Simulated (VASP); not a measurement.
# Al in VASP: a series of runs

Al is run at these levels: PBE; tasks: single point.

All numbers are computed with VASP 6.6.1; they aren't measurements. Logs are shortened: lines on timing, memory, paths and dates and some standing lists are left out, and cuts for length are marked.

### Step 1. The cell of the first run

The cell holds a slab with vacuum, 17 atoms: a = 5.728 Å, b = 5.728 Å, c = 19.075 Å, α = 90.00°, β = 90.00°, γ = 90.00°.

### Step 2. Single point, PBE

INCAR

```
SYSTEM = Al
PREC = Accurate
ENCUT = 520
EDIFF = 1E-7
ISMEAR = 0
SIGMA = 0.15
LREAL = Auto
LASPH = .True.
NELM = 80
ALGO = Normal
ISIF = 2
LWAVE = .False.
LCHARG = .True.
GGA = PE
LELF = .True.
LVHAR = .True.
NBANDS = 40
```

KPOINTS

```
Automatic mesh
0
Gamma
  3 3 1
  0 0 0
```

POSCAR

```
Al
1.0
    5.7275650000      0.0000000000      0.0000000000
    0.0000000000      5.7275650000      0.0000000000
    0.0000000000      0.0000000000     19.0750000000
Al
17
Direct
    0.2499999564      0.2499999564      0.0524245872
    0.7500000436      0.2499999564      0.0524245872
    0.2499999564      0.7500000436      0.0524245872
    0.7500000436      0.7500000436      0.0524245872
    0.0016083624     -0.0009255242      0.1579362516
    0.5009030888      0.0026304372      0.1591722674
    0.0016191872      0.5007876820      0.1579371429
    0.5008952321      0.4972355617      0.1591715858
    0.2387695295      0.2494740784      0.2699800786
    0.7476227681      0.2494325250      0.2715416514
    0.2344453533      0.7494617695      0.2718288860
    0.7437577749      0.7494507701      0.2727997379
   -0.0185675763     -0.0031306498      0.3808015727
    0.4798946847      0.0080996025      0.3735122936
   -0.0185749092      0.5018369936      0.3808013630
    0.4798899707      0.4905583786      0.3735046920
    0.6202036991      0.7492714618      0.4822490170
```

Potentials or basis: VASP PAW PBE potentials, release 64 (Al).

Started as:

```sh
cat potpaw_PBE.64/Al/POTCAR > POTCAR
mpirun -np 1 vasp_std > vasp.out
```

OUTCAR:

```text
SYSTEM = Al
   PREC = Accurate
   ENCUT = 520
   EDIFF = 1E-7
   ISMEAR = 0
   LREAL = Auto
   LASPH = .True.
   NELM = 80
   ISIF = 2
   GGA = PE

 ion  position               nearest neighbor table
   1  0.250  0.250  0.052-   7 2.85   5 2.85   2 2.86   3 2.86   2 2.86   3 2.86   8 2.87   6 2.87

   2  0.750  0.250  0.052-   8 2.86   6 2.86   7 2.86   5 2.86   1 2.86   4 2.86   4 2.86   1 2.86

   3  0.250  0.750  0.052-   5 2.85   7 2.85   1 2.86   4 2.86   4 2.86   1 2.86   6 2.88   8 2.88
[... 12 lines left out ...]
                             6 2.95  15 2.95  13 2.96   8 2.96
  10  0.748  0.249  0.272-   9 2.81  16 2.84  14 2.84  12 2.86  12 2.86  15 2.87  13 2.87   9 2.91
                             6 2.93   8 2.93   5 2.98   7 2.98
  11  0.234  0.749  0.272-  12 2.81  14 2.82  16 2.82   9 2.86   9 2.86  13 2.90  15 2.90  12 2.92
                             7 2.92   5 2.92   8 3.01   6 3.01
  12  0.744  0.749  0.273-  11 2.81  13 2.85  15 2.85  14 2.86  16 2.86  10 2.86  10 2.86  11 2.92
                             8 2.95   6 2.96   7 3.00   5 3.00
  13  0.981  0.997  0.381-  15 2.84  12 2.85  14 2.86  10 2.87  14 2.88  15 2.89  11 2.90   9 2.96
                            17 3.17
  14  0.480  0.008  0.374-  17 2.67  16 2.76   9 2.78  11 2.82  10 2.84  12 2.86  13 2.86  13 2.88
                            16 2.96
  15  0.981  0.502  0.381-  13 2.84  12 2.85  16 2.86  10 2.87  16 2.88  13 2.89  11 2.90   9 2.95
                            17 3.17
  16  0.480  0.491  0.374-  17 2.67  14 2.76   9 2.78  11 2.82  10 2.84  12 2.86  15 2.86  15 2.88
                            14 2.96
  17  0.620  0.749  0.482-  16 2.67  14 2.67  15 3.17  13 3.17

  LATTYP: Found a simple tetragonal cell.
 ALAT       =     5.7275650000
 C/A-ratio  =     3.3303856002

  Lattice vectors:

 A1 = (   5.7275650000,   0.0000000000,   0.0000000000)
 A2 = (   0.0000000000,   5.7275650000,   0.0000000000)
 A3 = (   0.0000000000,   0.0000000000,  19.0750000000)

Analysis of symmetry for initial positions (statically):
=====================================================================
 Subroutine PRICEL returns:
 Original cell was already a primitive cell.

 Routine SETGRP: Setting up the symmetry group for a
 simple tetragonal supercell.

 Subroutine GETGRP returns: Found  1 space group operations
 (whereof  1 operations were pure point group operations)
 out of a pool of 16 trial point group operations.

The static configuration has the point symmetry C_1 .

Analysis of symmetry for dynamics (positions and initial velocities):
=====================================================================
 Subroutine PRICEL returns:
 Original cell was already a primitive cell.

 Routine SETGRP: Setting up the symmetry group for a
 simple tetragonal supercell.
[... 125 lines left out ...]
   PSTRESS=    0.0 pullay stress
   NELECT =      51.0000    total number of electrons
   NUPDOWN=      -1.0000    fix difference up-down
   EMIN   =  10.00;   EMAX   =-10.00  energy-range for DOS
   EFERMI =   0.00;   METHOD = LEGACY
   ISMEAR =     0;   SIGMA  =   0.15  broadening in eV -4-tet -1-fermi 0-gaus
   EFERMI_NEDOS =   21; number of points for ismear=-14 and -15
   IALGO  =     38    algorithm
   IMIX   =      4    mixing-type and parameters
     AMIX     =   0.40;   BMIX     =  1.00
     AMIX_MAG =   1.60;   BMIX_MAG =  1.00
  volume/ion in A,a.u.               =      36.81       248.40
  Fermi-wavevector in a.u.,A,eV,Ry     =   0.709790  1.341309  6.854645  0.503802
  Thomas-Fermi vector in A             =   1.796466
   LORBIT       =      0    0 simple, 1 ext, 2 COOP (PROOUT), +10 PAW based schemes
   GGA     = PE    functional components
   LHFCALC =     F    Hartree Fock is set to
   AEXX    =    0.0000 exact exchange contribution
   IVDW    =     0    specifies the selected vdW correction
   LEPSILON=     F    determine dielectric tensor
   LRPA    =     F    only Hartree local field effects (RPA)
 non-spin polarized calculation
 Gauss-broadening in eV      SIGMA  =   0.15
  energy-cutoff  :      520.00
  volume of cell :      625.76
 maximum number of plane-waves:     16899
 NGX is ok and might be reduce to    42
   NGX = 21   NGY = 21   NGZ = 71

 number of electron      51.0000000 magnetization

 Free energy of the ion-electron system (eV)
  ---------------------------------------------------
  ext. energy  EPLUGINS =         0.00000000
  ---------------------------------------------------
  free energy    TOTEN  =       -59.34303015 eV

  energy without entropy =      -59.22353485  energy(sigma->0) =      -59.28328250

 E-fermi :   1.1957     XC(G=0):  -5.7703

 val. band max:        1.1943914796   @ k =   0.0000   0.3333   0.0000
 cond. band min:       1.2765497060   @ k =   0.3333   0.3333   0.0000
 fundamental gap:      0.0821582263
 Fermi energy:         1.1957023739

 k-point     1 :       0.0000    0.0000    0.0000
  band No.  band energies     occupation
      1      -9.2048      2.00000
      2      -8.0479      2.00000
      3      -6.0098      2.00000
      4      -4.8209      2.00000
      5      -4.7813      2.00000
      6      -4.7677      2.00000
[... 189 lines left out ...]
     36       3.7878      0.00000
     37       4.1350      0.00000
 [bands above 37 left out]

------------------------ aborting loop because EDIFF is reached ----------------------------------------

  FORCE on cell =-STRESS in cart. coord.  units (eV):
  Direction    XX          YY          ZZ          XY          YZ          ZX
  --------------------------------------------------------------------------------------
  -------------------------------------------------------------------------------------
  Total      -10.3289420     -9.2323504      0.2243702     -0.0119358     -0.0050734      0.9573751
  in kB      -26.4461113    -23.6384100      0.5744751     -0.0305602     -0.0129898      2.4512529
  external PRESSURE =     -16.5033487 kB  Pullay stress =       0.0000000 kB

 VOLUME and BASIS-vectors are now :
 -----------------------------------------------------------------------------
  energy-cutoff  :      520.00
  volume of cell :      625.76
      direct lattice vectors                 reciprocal lattice vectors
     5.727565000  0.000000000  0.000000000     0.174594265  0.000000000  0.000000000
     0.000000000  5.727565000  0.000000000     0.000000000  0.174594265  0.000000000
     0.000000000  0.000000000 19.075000000     0.000000000  0.000000000  0.052424640

 POSITION                                       TOTAL-FORCE (eV/Angst)
 -----------------------------------------------------------------------------------
      1.43189      1.43189      1.00000         0.061563      0.000238     -0.017203
      4.29567      1.43189      1.00000        -0.032782      0.000302     -0.035081
      1.43189      4.29567      1.00000         0.027498      0.000019     -0.031969
      4.29567      4.29567      1.00000         0.030343      0.000506     -0.017930
      0.00921      5.72226      3.01263         0.006069      0.005335      0.003327
      2.86895      0.01507      3.03621         0.000413     -0.003775      0.001114
[... 9 lines left out ...]
      2.74860      2.80970      7.12460        -0.114919      0.001084      0.021782
      3.55226      4.29150      9.19890         0.563423     -0.000025     -0.112343
 -----------------------------------------------------------------------------------
    total drift:                               -0.003086     -0.001177      0.012609

  FREE ENERGIE OF THE ION-ELECTRON SYSTEM (eV)
  ---------------------------------------------------
  free  energy   TOTEN  =       -59.3430301492 eV

  energy  without entropy=      -59.2235348499  energy(sigma->0) =      -59.28328250
```

OSZICAR:

```text
N       E                     dE             d eps       ncg     rms          rms(c)
DAV:   1     0.134310057970E+03    0.13431E+03   -0.15404E+04   400   0.916E+02
DAV:   2    -0.509368457850E+02   -0.18525E+03   -0.17495E+03   512   0.148E+02
DAV:   3    -0.615835866364E+02   -0.10647E+02   -0.10316E+02   536   0.328E+01
[... 15 lines left out ...]
DAV:  19    -0.593430263430E+02   -0.14940E-04   -0.16296E-06   440   0.333E-03    0.110E-03
DAV:  20    -0.593430294798E+02   -0.31368E-05   -0.36670E-07   400   0.168E-03    0.387E-04
DAV:  21    -0.593430299898E+02   -0.50999E-06   -0.75059E-08   384   0.835E-04    0.177E-04
DAV:  22    -0.593430301179E+02   -0.12812E-06   -0.40164E-08   344   0.601E-04    0.488E-05
DAV:  23    -0.593430301492E+02   -0.31241E-07   -0.69395E-09   312   0.365E-04
   1 F= -.59343030E+02 E0= -.59283282E+02  d E =-.119495E+00
```

Run time: 7.8 min. Hardware: 1 thread of AMD EPYC 7R43 (Zen 3), shared host; peak memory 0.59 GiB.

Results:

| Property | Result |
| --- | --- |
| Free energy | -59.3430 eV |
| Largest force | 0.575 eV/Å |
| Band gap on the k mesh | zero (an odd number of electrons rules out a gap without spin polarisation) |

Forces in eV/Å, atoms in the order of the input:
```
Al   0.062  0.000 -0.017
Al  -0.033  0.000 -0.035
Al   0.027  0.000 -0.032
Al   0.030  0.001 -0.018
Al   0.006  0.005  0.003
Al   0.000 -0.004  0.001
Al   0.007 -0.005  0.004
Al   0.000  0.005  0.001
Al  -0.051  0.000 -0.006
Al  -0.042  0.000  0.020
Al  -0.068  0.001  0.021
Al  -0.063 -0.001  0.034
Al  -0.104  0.008  0.049
Al  -0.115 -0.003  0.019
Al  -0.104 -0.008  0.047
Al  -0.115  0.001  0.022
Al   0.563  0.000 -0.112
```

Caveat: the k points lie up to 0.37 Å⁻¹ apart, too coarse for converged energies and pressures of a metal; there is no dipole correction, which matters where the two faces differ.

(Part 1 of 2 ends here.)

The gap in the log of VASP goes by the Fermi energy; the results here count the filled bands.